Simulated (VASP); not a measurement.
# Ga2Ge2O3 (P1) in VASP: single point with PBE

Aim: the single point of Ga2Ge2O3 with PBE.

All numbers are computed with VASP 6.6.1; they aren't measurements. Logs are shortened: lines on timing, memory, paths and dates and some standing lists are left out, and cuts for length are marked.

## Step 1: The cell of the first run

The typed cell holds 7 atoms: a = 3.024 Å, b = 3.076 Å, c = 14.401 Å, α = 90.34°, β = 90.63°, γ = 119.42°.

## Step 2: Single point, PBE

INCAR reads:

```
  PREC = Accurate
  ENCUT = 520
  EDIFF = 1E-6
  ISMEAR = 0
  SIGMA = 0.2
  LREAL = False
  LASPH = True
  NELM = 80
  ALGO = Normal
  ISIF = 2
  LWAVE = False
  LCHARG = False
  GGA = PE
  NBANDS = 45
```

KPOINTS reads:

```
regular mesh
0
Gamma
  8 8 2
```

POSCAR reads:

```
Ga2Ge2O3
1.0
    3.0242750632     -0.0106127477     -0.0104737949
   -1.5015419717      2.6848443324     -0.0042974280
   -0.1094236148     -0.1371184954     14.3996742994
Ga Ge O
2 2 3
Direct
    0.1898595167      0.0613947442      0.0999932494
    0.5153211038      0.7369361729      0.8858139699
    0.5516115112      0.8753582267      0.4522592586
    0.8597796885      0.4743668641      0.6110333049
    0.8634015294      0.4038485712      0.1470433594
    0.8411892796      0.3943089937      0.8308049767
    0.1788373707      0.0537864269      0.9730518809
```

Potentials or basis: VASP PAW PBE potentials, release 64 (Ga_d, Ge_d, O).

Run with:

```
$ cat potpaw_PBE.64/Ga_d/POTCAR potpaw_PBE.64/Ge_d/POTCAR potpaw_PBE.64/O/POTCAR > POTCAR
$ mpirun -np 1 vasp_std > vasp.out
```

OUTCAR:

```text
PREC = Accurate
   ENCUT = 520
   EDIFF = 1E-6
   ISMEAR = 0
   LREAL = False
   LASPH = True
   NELM = 80
   ISIF = 2
   GGA = PE

 ion  position               nearest neighbor table
   1  0.190  0.061  0.100-   7 1.83   5 1.89   5 1.89   5 1.90
   2  0.515  0.737  0.886-   6 1.93   6 1.93   6 1.94   7 2.13   7 2.14   7 2.23
   3  0.552  0.875  0.452-   4 2.78
   4  0.860  0.474  0.611-   3 2.78
   5  0.863  0.404  0.147-   1 1.89   1 1.89   1 1.90
   6  0.841  0.394  0.831-   2 1.93   2 1.93   2 1.94
   7  0.179  0.054  0.973-   1 1.83   2 2.13   2 2.14   2 2.23

  LATTYP: Found a triclinic cell.
 ALAT       =     3.0774094342
 B/A-ratio  =     0.9827460029
 C/A-ratio  =     4.6795017591
 COS(alpha) =     0.0110279075
 COS(beta)  =     0.0168335102
 COS(gamma) =     0.4917712468

  Lattice vectors:

 A1 = (   1.5227330915,   2.6742315847,  -0.0147712229)
 A2 = (   3.0242750632,  -0.0106127477,  -0.0104737949)
 A3 = (   0.1094236148,   0.1371184954, -14.3996742994)

Analysis of symmetry for initial positions (statically):
=====================================================================
 Subroutine PRICEL returns:
 Original cell was already a primitive cell.

 Routine SETGRP: Setting up the symmetry group for a
 triclinic supercell.

 Subroutine GETGRP returns: Found  1 space group operations
 (whereof  1 operations were pure point group operations)
 out of a pool of  2 trial point group operations.

The static configuration has the point symmetry C_1 .

Analysis of symmetry for dynamics (positions and initial velocities):
=====================================================================
 Subroutine PRICEL returns:
 Original cell was already a primitive cell.

 Routine SETGRP: Setting up the symmetry group for a
 triclinic supercell.

 Subroutine GETGRP returns: Found  1 space group operations
 (whereof  1 operations were pure point group operations)
 out of a pool of  2 trial point group operations.

The dynamic configuration has the point symmetry C_1 .

 Subroutine INISYM returns: Found  1 space group operations
 (whereof  1 operations are pure point group operations),
 and found     1 'primitive' translations

----------------------------------------------------------------------------------------

                                     Primitive cell

  volume of cell :     116.6847

  direct lattice vectors                    reciprocal lattice vectors
     3.024275063 -0.010612748 -0.010473795     0.331322853  0.185304439  0.004282264
    -1.501541972  2.684844332 -0.004297428     0.001321993  0.373206122  0.003563839
    -0.109423615 -0.137118495 14.399674299     0.000241387  0.000246163  0.069450194

  length of vectors
     3.024311821  3.076204780 14.400742861     0.379645763  0.373225479  0.069451049

  position of ions in fractional coordinates (direct lattice)
     0.189859517  0.061394744  0.099993249
     0.515321104  0.736936173  0.885813970
     0.551611511  0.875358227  0.452259259
     0.859779688  0.474366864  0.611033305
     0.863401529  0.403848571  0.147043359
     0.841189280  0.394308994  0.830804977
     0.178837371  0.053786427  0.973051881

  ion indices of the primitive-cell ions
   primitive index   ion index
                 1           1
                 2           2
                 3           3
                 4           4
                 5           5
                 6           6
                 7           7

----------------------------------------------------------------------------------------

 KPOINTS: regular mesh

Automatic generation of k-mesh.
 Grid dimensions read from file:
 generate k-points for:    8    8    2

 Generating k-lattice:

  Cartesian coordinates                     Fractional coordinates (reciprocal lattice)
     0.041415357  0.023163055  0.000535283     0.125000000  0.000000000  0.000000000
     0.000165249  0.046650765  0.000445480    -0.000000000  0.125000000 -0.000000000
     0.000120693  0.000123082  0.034725097     0.000000000  0.000000000  0.500000000

  Length of vectors
     0.047455720  0.046653185  0.034725525

  Shift w.r.t. Gamma in fractional coordinates (k-lattice)
     0.000000000  0.000000000  0.000000000

 Subroutine IBZKPT returns following result:
 ===========================================

 Found     68 irreducible k-points:

 Following reciprocal coordinates:
            Coordinates               Weight
  0.000000  0.000000  0.000000      1.000000
  0.125000 -0.000000  0.000000      2.000000
  0.250000 -0.000000  0.000000      2.000000
  0.375000 -0.000000  0.000000      2.000000
  0.500000 -0.000000  0.000000      1.000000
  0.000000  0.125000  0.000000      2.000000
[... 16 lines left out ...]
  0.125000  0.375000  0.000000      2.000000
  0.250000  0.375000  0.000000      2.000000
 [... further k-points ...]
   k-points           NKPTS =     68   k-points in BZ     NKDIM =     68   number of bands    NBANDS=     45
   number of dos      NEDOS =    301   number of ions     NIONS =      7
   total plane-waves  NPLWV =  62208
   dimension x,y,z NGX =    24 NGY =   24 NGZ =  108
   dimension x,y,z NGXF=    48 NGYF=   48 NGZF=  216
   ions per type =               2   2   3
   NGX,Y,Z   is equivalent  to a cutoff of  13.19, 12.97, 12.47 a.u.
   NGXF,Y,Z  is equivalent  to a cutoff of  26.39, 25.94, 24.94 a.u.
 SYSTEM =  unknown system
   PREC   = accura    normal or accurate (medium, high low for compatibility)
   ISTART =      0    job   : 0-new  1-cont  2-samecut
   ICHARG =      2    charge: 1-file 2-atom 10-const
   ISPIN  =      1    spin polarized calculation?
   LNONCOLLINEAR =      F non collinear calculations
   LSORBIT =      F    spin-orbit coupling
   LASPH  =      T    aspherical Exc in radial PAW
   ENCUT  =  520.0 eV  38.22 Ry    6.18 a.u.   5.62  5.72 26.78*2*pi/ulx,y,z
   NELM   =     80;   NELMIN=  2; NELMDL= -5     # of ELM steps
   EDIFF  = 0.1E-05   stopping-criterion for ELM
   LREAL  =      F    real-space projection
   EDIFFG = 0.1E-04   stopping-criterion for IOM
   NSW    =      0    number of steps for IOM
   IBRION =     -1    ionic relax: 0-MD 1-quasi-New 2-CG
   NFREE  =      0    steps in history (QN), initial steepest desc. (CG)
   ISIF   =      2    stress and relaxation
   ISYM   =      2    0-nonsym 1-usesym 2-fastsym
   POTIM  = 0.5000    time-step for ionic-motion
   TEBEG  =    0.0;   TEEND  =   0.0 temperature during run
   PSTRESS=    0.0 pullay stress
   NELECT =      72.0000    total number of electrons
   NUPDOWN=      -1.0000    fix difference up-down
   EMIN   =  10.00;   EMAX   =-10.00  energy-range for DOS
   EFERMI =   0.00;   METHOD = LEGACY
   ISMEAR =     0;   SIGMA  =   0.20  broadening in eV -4-tet -1-fermi 0-gaus
   EFERMI_NEDOS =   21; number of points for ismear=-14 and -15
   IALGO  =     38    algorithm
   IMIX   =      4    mixing-type and parameters
     AMIX     =   0.40;   BMIX     =  1.00
     AMIX_MAG =   1.60;   BMIX_MAG =  1.00
  volume/ion in A,a.u.               =      16.67       112.49
  Fermi-wavevector in a.u.,A,eV,Ry     =   1.393738  2.633783 26.429385  1.942505
  Thomas-Fermi vector in A             =   2.517355
   LORBIT       =      0    0 simple, 1 ext, 2 COOP (PROOUT), +10 PAW based schemes
   GGA     = PE    functional components
   LHFCALC =     F    Hartree Fock is set to
   AEXX    =    0.0000 exact exchange contribution
   IVDW    =     0    specifies the selected vdW correction
   LEPSILON=     F    determine dielectric tensor
   LRPA    =     F    only Hartree local field effects (RPA)
 non-spin polarized calculation
 Gauss-broadening in eV      SIGMA  =   0.20
  energy-cutoff  :      520.00
  volume of cell :      116.68
 maximum number of plane-waves:      3162
 NGX is ok and might be reduce to    24
   NGX = 11   NGY = 11   NGZ = 53

 number of electron      71.9999986 magnetization

 Free energy of the ion-electron system (eV)
  ---------------------------------------------------
  ext. energy  EPLUGINS =         0.00000000
  ---------------------------------------------------
  free energy    TOTEN  =       -37.49116902 eV

  energy without entropy =      -37.47122116  energy(sigma->0) =      -37.48119509

 E-fermi :   4.2272     XC(G=0):  -9.7783

 val. band max:        3.9822992879   @ k =   0.5000   0.2500   0.0000
 cond. band min:       4.2287693380   @ k =   0.0000   0.1250   0.5000
 fundamental gap:      0.2464700501
 Fermi energy:         4.2271900207

 k-point     1 :       0.0000    0.0000    0.0000
  band No.  band energies     occupation
      1     -20.6782      2.00000
      2     -20.6702      2.00000
      3     -20.6638      2.00000
      4     -20.6510      2.00000
      5     -20.6461      2.00000
      6     -20.6280      2.00000
[... 37 lines left out ...]
     44      11.9282      0.00000
     45      12.1755      0.00000

 k-point     2 :       0.1250   -0.0000    0.0000
  band No.  band energies     occupation
      1     -20.6756      2.00000
      2     -20.6667      2.00000
      3     -20.6608      2.00000
      4     -20.6469      2.00000
      5     -20.6420      2.00000
      6     -20.6270      2.00000
[... 37 lines left out ...]
     44      11.5943      0.00000
     45      11.7295      0.00000

 k-point     3 :       0.2500   -0.0000    0.0000
  band No.  band energies     occupation
      1     -20.6855      2.00000
      2     -20.6634      2.00000
      3     -20.6475      2.00000
      4     -20.6412      2.00000
      5     -20.6329      2.00000
      6     -20.6237      2.00000
[... 997 lines left out ...]
     44      10.8653      0.00000
     45      11.5335      0.00000

 k-point    24 :       0.2500    0.3750    0.0000
  band No.  band energies     occupation
      1     -20.6688      2.00000
      2     -20.6646      2.00000
      3     -20.6515      2.00000
      4     -20.6383      2.00000
      5     -20.6238      2.00000
      6     -20.6188      2.00000
[... 37 lines left out ...]
     44      11.2898      0.00000
     45      11.5491      0.00000

 [... further k-points ...]

------------------------ aborting loop because EDIFF is reached ----------------------------------------

  FORCE on cell =-STRESS in cart. coord.  units (eV):
  Direction    XX          YY          ZZ          XY          YZ          ZX
  --------------------------------------------------------------------------------------
  -------------------------------------------------------------------------------------
  Total        0.6212563     -0.3318252      0.2026261     -0.0076790      0.1723359     -0.0049365
  in kB        8.5303656     -4.5562362      2.7822249     -0.1054394      2.3663155     -0.0677822
  external PRESSURE =       2.2521181 kB  Pullay stress =       0.0000000 kB

 VOLUME and BASIS-vectors are now :
 -----------------------------------------------------------------------------
  energy-cutoff  :      520.00
  volume of cell :      116.68
      direct lattice vectors                 reciprocal lattice vectors
     3.024275063 -0.010612748 -0.010473795     0.331322853  0.185304439  0.004282264
    -1.501541972  2.684844332 -0.004297428     0.001321993  0.373206122  0.003563839
    -0.109423615 -0.137118495 14.399674299     0.000241387  0.000246163  0.069450194

 POSITION                                       TOTAL-FORCE (eV/Angst)
 -----------------------------------------------------------------------------------
      0.47106      0.14911      1.43762        -0.001285     -0.001610      0.012368
      0.35500      1.85163     12.74687         0.000306     -0.008710      0.037480
      0.30435      2.28233      6.50285        -0.000863     -0.070303     -0.029918
      1.82107      1.18069      8.78764         0.001847      0.071243      0.030109
      1.98868      1.05495      2.10660         0.000783      0.002131      0.059578
      1.86101      0.93581     11.95282        -0.000277     -0.001470     -0.070278
      0.35362      0.00909     14.00953        -0.000510      0.008720     -0.039339
 -----------------------------------------------------------------------------------
    total drift:                                0.000523     -0.000658     -0.001841

  FREE ENERGIE OF THE ION-ELECTRON SYSTEM (eV)
  ---------------------------------------------------
  free  energy   TOTEN  =       -37.4911690206 eV

  energy  without entropy=      -37.4712211575  energy(sigma->0) =      -37.48119509
```

It took 4.7 min on 1 thread of Intel Xeon Platinum 8488C (Sapphire Rapids), shared host; peak memory 0.44 GiB.

Results:

```
Free energy            : -37.4912 eV
Pressure               : 0.2 GPa
Largest force          : 0.077 eV/Å
Band gap on the k mesh : zero (bands 36 and 37 overlap by 2.86 eV)
```

Forces in eV/Å, atoms in the order of the input:
```
Ga  -0.001 -0.002  0.012
Ga   0.000 -0.009  0.037
Ge  -0.001 -0.070 -0.030
Ge   0.002  0.071  0.030
O    0.001  0.002  0.060
O    0.000 -0.001 -0.070
O   -0.001  0.009 -0.039
```

Levels at points of the mesh, in eV from the Fermi level:
| k point | band 34 | band 35 | band 36 | band 37 | band 38 | band 39 |
| --- | --- | --- | --- | --- | --- | --- |
| (0.00, 0.00, 0.00) | -2.78 | -2.72 | -0.64 | 1.50 | 2.88 | 4.39 |
| (0.50, 0.00, 0.00) | -2.92 | -2.80 | -2.62 | 1.13 | 2.52 | 2.68 |
| (0.00, 0.50, 0.00) | -3.27 | -2.72 | -2.71 | 1.56 | 2.37 | 2.77 |
| (0.50, 0.50, 0.00) | -2.91 | -2.80 | -2.63 | 1.14 | 2.51 | 2.67 |
| (0.00, 0.00, 0.50) | -2.72 | -2.60 | -0.78 | 1.77 | 2.57 | 4.56 |
| (0.50, 0.00, 0.50) | -2.93 | -2.80 | -2.61 | 1.13 | 2.50 | 2.68 |
| (0.00, 0.50, 0.50) | -3.28 | -2.72 | -2.70 | 1.57 | 2.31 | 2.84 |
| (0.50, 0.50, 0.50) | -2.91 | -2.80 | -2.62 | 1.13 | 2.51 | 2.67 |
